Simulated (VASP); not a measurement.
# PtS2 in VASP: single point with PBE+D3(BJ)

Aim: the single point of PtS2 with PBE+D3(BJ).

Everything below comes from runs of VASP 6.6.1. Logs are shortened: lines on timing, memory, paths and dates and some standing lists are left out, and cuts for length are marked.

### 1 The cell of the first run

The cell holds a slab with vacuum, 6 atoms: a = 3.542 Å, b = 3.542 Å, c = 22.467 Å, α = 90.00°, β = 90.00°, γ = 120.00°.

### 2 Single point, PBE+D3(BJ)

INCAR reads:

```
PREC     = Accurate       # precision mode
ENCUT    = 520            # plane-wave cutoff, eV
EDIFF    = 1E-6           # SCF threshold, eV
ISMEAR   = 0              # smearing method
SIGMA    = 0.05           # smearing width, eV
LREAL    = False          # projectors in reciprocal space
LASPH    = True           # aspherical terms in the spheres
NELM     = 100            # most SCF steps
ALGO     = Normal         # electronic algorithm
ISIF     = 2              # what is computed and relaxed
LWAVE    = False          # write WAVECAR
LCHARG   = True           # write CHGCAR
LDIPOL   = True         
IDIPOL   = 3            
DIPOL    = 0.5 0.5 0.392
GGA      = PE             # functional
IVDW     = 12             # dispersion correction
LELF     = True           # ELF
LVHAR    = True         
LVACPOTAV= True         
NBANDS   = 31             # bands
```

KPOINTS reads:

```
Automatic mesh
0
Gamma
  9 9 1
```

POSCAR reads:

```
PtS2
1.0
    3.5415269801      0.0000000000      0.0000000000
   -1.7707634901      3.0670523330      0.0000000000
    0.0000000000      0.0000000000     22.4670671688
S Pt
4 2
Direct
    0.6666666667      0.3333333333      0.2002931654
    0.3333333333      0.6666666667      0.3108342327
    0.3333333333      0.6666666667      0.4728491487
    0.6666666667      0.3333333333      0.5833902160
    0.0000000000      0.0000000000      0.2555636990
    1.0000000000      1.0000000000      0.5281196824
```

Potentials or basis: VASP PAW PBE potentials, release 64 (S, Pt).

The run is started by

```sh
$ cat potpaw_PBE.64/S/POTCAR potpaw_PBE.64/Pt/POTCAR > POTCAR
$ mpirun -np 1 vasp_std > vasp.out
```

OUTCAR:

```text
PREC = Accurate
   ENCUT = 520
   EDIFF = 1E-6
   ISMEAR = 0
   LREAL = False
   LASPH = True
   NELM = 100
   ISIF = 2
   GGA = PE
   IVDW = 12
 IVDW          = 12

 ion  position               nearest neighbor table
   1  0.667  0.333  0.200-   5 2.39   5 2.39   5 2.39
   2  0.333  0.667  0.311-   5 2.39   5 2.39   5 2.39
   3  0.333  0.667  0.473-   6 2.39   6 2.39   6 2.39
   4  0.667  0.333  0.583-   6 2.39   6 2.39   6 2.39
   5  0.000  0.000  0.256-   1 2.39   1 2.39   1 2.39   2 2.39   2 2.39   2 2.39
   6  0.000  0.000  0.528-   4 2.39   4 2.39   4 2.39   3 2.39   3 2.39   3 2.39

  LATTYP: Found a hexagonal cell.
 ALAT       =     3.5415269801
 C/A-ratio  =     6.3438927036

  Lattice vectors:

 A1 = (   3.5415269801,   0.0000000000,   0.0000000000)
 A2 = (  -1.7707634901,   3.0670523330,   0.0000000000)
 A3 = (   0.0000000000,   0.0000000000,  22.4670671688)

Analysis of symmetry for initial positions (statically):
=====================================================================
 Subroutine PRICEL returns:
 Original cell was already a primitive cell.

 Routine SETGRP: Setting up the symmetry group for a
 hexagonal supercell.

 Subroutine GETGRP returns: Found 12 space group operations
 (whereof  6 operations were pure point group operations)
 out of a pool of 24 trial point group operations.

The static configuration has the point symmetry C_3v.
 The point group associated with its full space group is D_3h.

Analysis of symmetry for dynamics (positions and initial velocities):
=====================================================================
 Subroutine PRICEL returns:
 Original cell was already a primitive cell.

 Routine SETGRP: Setting up the symmetry group for a
 hexagonal supercell.

 Subroutine GETGRP returns: Found 12 space group operations
 (whereof  6 operations were pure point group operations)
 out of a pool of 24 trial point group operations.

The dynamic configuration has the point symmetry C_3v.
 The point group associated with its full space group is D_3h.

 Subroutine INISYM returns: Found 12 space group operations
 (whereof  6 operations are pure point group operations),
 and found     1 'primitive' translations

----------------------------------------------------------------------------------------

                                     Primitive cell

  volume of cell :     244.0384

  direct lattice vectors                    reciprocal lattice vectors
     3.541526980  0.000000000  0.000000000     0.282364078  0.163022976  0.000000000
    -1.770763490  3.067052333  0.000000000     0.000000000  0.326045953  0.000000000
     0.000000000  0.000000000 22.467067169     0.000000000  0.000000000  0.044509592

  length of vectors
     3.541526980  3.541526980 22.467067169     0.326045953  0.326045953  0.044509592

  position of ions in fractional coordinates (direct lattice)
     0.666666667  0.333333333  0.200293165
     0.333333333  0.666666667  0.310834233
     0.333333333  0.666666667  0.472849149
     0.666666667  0.333333333  0.583390216
     0.000000000  0.000000000  0.255563699
     0.000000000  0.000000000  0.528119682

  ion indices of the primitive-cell ions
   primitive index   ion index
                 1           1
                 2           2
                 3           3
                 4           4
                 5           5
                 6           6

----------------------------------------------------------------------------------------

 KPOINTS: Automatic mesh

Automatic generation of k-mesh.
 Grid dimensions read from file:
 generate k-points for:    9    9    1

 Generating k-lattice:

  Cartesian coordinates                     Fractional coordinates (reciprocal lattice)
     0.031373786  0.018113664  0.000000000     0.111111111  0.000000000  0.000000000
     0.000000000  0.036227328  0.000000000     0.000000000  0.111111111  0.000000000
     0.000000000  0.000000000  0.044509592     0.000000000  0.000000000  1.000000000

  Length of vectors
     0.036227328  0.036227328  0.044509592

  Shift w.r.t. Gamma in fractional coordinates (k-lattice)
     0.000000000  0.000000000  0.000000000

 Subroutine IBZKPT returns following result:
 ===========================================

 Found     12 irreducible k-points:

 Following reciprocal coordinates:
            Coordinates               Weight
  0.000000  0.000000  0.000000      1.000000
  0.111111  0.000000  0.000000      6.000000
  0.222222  0.000000  0.000000      6.000000
  0.333333  0.000000  0.000000      6.000000
  0.444444  0.000000  0.000000      6.000000
  0.111111  0.111111  0.000000      6.000000
  0.222222  0.111111  0.000000     12.000000
  0.333333  0.111111  0.000000     12.000000
  0.444444  0.111111  0.000000      6.000000
  0.222222  0.222222  0.000000      6.000000
  0.333333  0.222222  0.000000     12.000000
  0.333333  0.333333  0.000000      2.000000
   k-points           NKPTS =     12   k-points in BZ     NKDIM =     12   number of bands    NBANDS=     31
   number of dos      NEDOS =    301   number of ions     NIONS =      6
   total plane-waves  NPLWV = 131712
   dimension x,y,z NGX =    28 NGY =   28 NGZ =  168
   dimension x,y,z NGXF=    56 NGYF=   56 NGZF=  336
   ions per type =               4   2
   NGX,Y,Z   is equivalent  to a cutoff of  13.14, 13.14, 12.43 a.u.
   NGXF,Y,Z  is equivalent  to a cutoff of  26.29, 26.29, 24.86 a.u.
 SYSTEM =  unknown system
   PREC   = accura    normal or accurate (medium, high low for compatibility)
   ISTART =      0    job   : 0-new  1-cont  2-samecut
   ICHARG =      2    charge: 1-file 2-atom 10-const
   ISPIN  =      1    spin polarized calculation?
   LNONCOLLINEAR =      F non collinear calculations
   LSORBIT =      F    spin-orbit coupling
   LASPH  =      T    aspherical Exc in radial PAW
   ENCUT  =  520.0 eV  38.22 Ry    6.18 a.u.   6.58  6.58 41.77*2*pi/ulx,y,z
   NELM   =    100;   NELMIN=  2; NELMDL= -5     # of ELM steps
   EDIFF  = 0.1E-05   stopping-criterion for ELM
   LREAL  =      F    real-space projection
   EDIFFG = 0.1E-04   stopping-criterion for IOM
   NSW    =      0    number of steps for IOM
   IBRION =     -1    ionic relax: 0-MD 1-quasi-New 2-CG
   NFREE  =      0    steps in history (QN), initial steepest desc. (CG)
   ISIF   =      2    stress and relaxation
   ISYM   =      2    0-nonsym 1-usesym 2-fastsym
   POTIM  = 0.5000    time-step for ionic-motion
   TEBEG  =    0.0;   TEEND  =   0.0 temperature during run
   PSTRESS=    0.0 pullay stress
   NELECT =      44.0000    total number of electrons
   NUPDOWN=      -1.0000    fix difference up-down
   EMIN   =  10.00;   EMAX   =-10.00  energy-range for DOS
   EFERMI =   0.00;   METHOD = LEGACY
   ISMEAR =     0;   SIGMA  =   0.05  broadening in eV -4-tet -1-fermi 0-gaus
   EFERMI_NEDOS =   21; number of points for ismear=-14 and -15
   IALGO  =     38    algorithm
   IMIX   =      4    mixing-type and parameters
     AMIX     =   0.40;   BMIX     =  1.00
     AMIX_MAG =   1.60;   BMIX_MAG =  1.00
  volume/ion in A,a.u.               =      40.67       274.48
  Fermi-wavevector in a.u.,A,eV,Ry     =   0.924854  1.747720 11.637801  0.855354
  Thomas-Fermi vector in A             =   2.050645
   LORBIT       =      0    0 simple, 1 ext, 2 COOP (PROOUT), +10 PAW based schemes
   GGA     = PE    functional components
   LHFCALC =     F    Hartree Fock is set to
   AEXX    =    0.0000 exact exchange contribution
   IVDW    =    12    specifies the selected vdW correction
   LEPSILON=     F    determine dielectric tensor
   LRPA    =     F    only Hartree local field effects (RPA)
 non-spin polarized calculation
 Gauss-broadening in eV      SIGMA  =   0.05
  energy-cutoff  :      520.00
  volume of cell :      244.04
 maximum number of plane-waves:      6671
 NGX is ok and might be reduce to    28
   NGX = 13   NGY = 13   NGZ = 83

 dipolmoment           0.000000      0.000000      0.000019 electrons x Angstroem

 number of electron      43.9999999 magnetization

 dipolmoment           0.000000      0.000000     -0.000017 electrons x Angstroem

 Free energy of the ion-electron system (eV)
  ---------------------------------------------------
  ext. energy  EPLUGINS =         0.00000000
  ---------------------------------------------------
  free energy    TOTEN  =       -30.88120063 eV

  energy without entropy =      -30.88120063  energy(sigma->0) =      -30.88120063

 E-fermi :  -0.3901     XC(G=0):  -5.4850

 val. band max:       -0.6059819959   @ k =   0.1111   0.1111   0.0000
 cond. band min:       0.8580932865   @ k =   0.2222   0.0000   0.0000
 fundamental gap:      1.4640752824
 Fermi energy:        -0.3901386769

 k-point     1 :       0.0000    0.0000    0.0000
  band No.  band energies     occupation
      1     -14.8991      2.00000
      2     -14.8675      2.00000
      3     -12.7230      2.00000
      4     -12.6453      2.00000
      5      -6.3843      2.00000
      6      -6.3843      2.00000
[... 23 lines left out ...]
     30       5.4387      0.00000
     31       5.4906      0.00000

 k-point     2 :       0.1111    0.0000    0.0000
  band No.  band energies     occupation
      1     -14.7451      2.00000
      2     -14.7129      2.00000
      3     -12.7521      2.00000
      4     -12.6797      2.00000
      5      -6.3903      2.00000
      6      -6.3618      2.00000
[... 23 lines left out ...]
     30       5.9002      0.00000
     31       6.0787      0.00000

 k-point     3 :       0.2222    0.0000    0.0000
  band No.  band energies     occupation
      1     -14.3185      2.00000
      2     -14.2848      2.00000
      3     -12.8272      2.00000
      4     -12.7670      2.00000
      5      -6.3410      2.00000
      6      -6.2703      2.00000
[... 23 lines left out ...]
     30       5.9989      0.00000
     31       6.6734      0.00000

 k-point     4 :       0.3333    0.0000    0.0000
  band No.  band energies     occupation
      1     -13.7500      2.00000
      2     -13.7141      2.00000
      3     -12.9058      2.00000
      4     -12.8576      2.00000
      5      -6.5011      2.00000
      6      -6.4426      2.00000
[... 23 lines left out ...]
     30       6.6860      0.00000
     31       6.7954      0.00000

 k-point     5 :       0.4444    0.0000    0.0000
  band No.  band energies     occupation
      1     -13.3365      2.00000
      2     -13.2993      2.00000
      3     -12.9132      2.00000
      4     -12.8712      2.00000
      5      -7.1323      2.00000
      6      -7.0944      2.00000
[... 23 lines left out ...]
     30       6.2664      0.00000
     31       7.3434      0.00000
[... 134 lines left out ...]
     30       6.7697      0.00000
     31       7.6766      0.00000

 k-point    10 :       0.2222    0.2222    0.0000
  band No.  band energies     occupation
      1     -13.4609      2.00000
      2     -13.4234      2.00000
      3     -12.9476      2.00000
      4     -12.9046      2.00000
      5      -6.3361      2.00000
      6      -6.3117      2.00000
[... 23 lines left out ...]
     30       6.9777      0.00000
     31       7.4157      0.00000

 k-point    11 :       0.3333    0.2222    0.0000
  band No.  band energies     occupation
      1     -13.1164      2.00000
      2     -13.0758      2.00000
      3     -12.9595      2.00000
      4     -12.9228      2.00000
      5      -6.6511      2.00000
      6      -6.6191      2.00000
[... 23 lines left out ...]
     30       7.7037      0.00000
     31       7.7153      0.00000

 k-point    12 :       0.3333    0.3333    0.0000
  band No.  band energies     occupation
      1     -13.0027      2.00000
      2     -12.9523      2.00000
      3     -12.9522      2.00000
      4     -12.9264      2.00000
      5      -6.2260      2.00000
      6      -6.1940      2.00000
[... 23 lines left out ...]
     30       7.9665      0.00000
     31       8.1752      0.00000

------------------------ aborting loop because EDIFF is reached ----------------------------------------

 Edisp (eV)   -1.85878

 E8    (eV) :    -0.7707

  FORCE on cell =-STRESS in cart. coord.  units (eV):
  Direction    XX          YY          ZZ          XY          YZ          ZX
  --------------------------------------------------------------------------------------
  -------------------------------------------------------------------------------------
  Total      -0.46540    -0.46540    -0.48003     0.00000     0.00000     0.00000
  in kB      -3.05549    -3.05549    -3.15150     0.00000     0.00000     0.00000
  external pressure =       -3.09 kB  Pullay stress =        0.00 kB

 VOLUME and BASIS-vectors are now :
 -----------------------------------------------------------------------------
  energy-cutoff  :      520.00
  volume of cell :      244.04
      direct lattice vectors                 reciprocal lattice vectors
     3.541526980  0.000000000  0.000000000     0.282364078  0.163022976  0.000000000
    -1.770763490  3.067052333  0.000000000     0.000000000  0.326045953  0.000000000
     0.000000000  0.000000000 22.467067169     0.000000000  0.000000000  0.044509592

 POSITION                                       TOTAL-FORCE (eV/Angst)
 -----------------------------------------------------------------------------------
      1.77076      1.02235      4.50000         0.000000     -0.000000      0.040989
     -0.00000      2.04470      6.98353        -0.000000      0.000000     -0.044753
     -0.00000      2.04470     10.62353        -0.000000      0.000000      0.044753
      1.77076      1.02235     13.10707         0.000000     -0.000000     -0.040989
      0.00000      0.00000      5.74177        -0.000000     -0.000000      0.037781
      0.00000      0.00000     11.86530        -0.000000     -0.000000     -0.037781
 -----------------------------------------------------------------------------------
    total drift:                                0.000000     -0.000000     -0.000549

  FREE ENERGIE OF THE ION-ELECTRON SYSTEM (eV)
  ---------------------------------------------------
  free  energy   TOTEN  =       -32.7399831196 eV

  energy  without entropy=      -32.7399831196  energy(sigma->0) =      -32.73998312

 vacuum level on the upper side and lower side of the slab         5.490         5.490
```

Run time: 4.1 min. Hardware: 1 thread of Intel Xeon 8259CL, shared host; peak memory 0.39 GiB.

Results:

```
Free energy                : -32.7400 eV
Largest force              : 0.045 eV/Å
Band gap on the k mesh     : 1.46 eV (least direct gap 1.56 eV)
Dispersion energy per atom : -0.310 eV
```

Forces on the atoms (eV/Å):
```
S    0.000  0.000  0.041
S    0.000  0.000 -0.045
S    0.000  0.000  0.045
S    0.000  0.000 -0.041
Pt   0.000  0.000  0.038
Pt   0.000  0.000 -0.038
```

Caveat: spin-orbit coupling is left out, which moves the levels of the heavy elements.
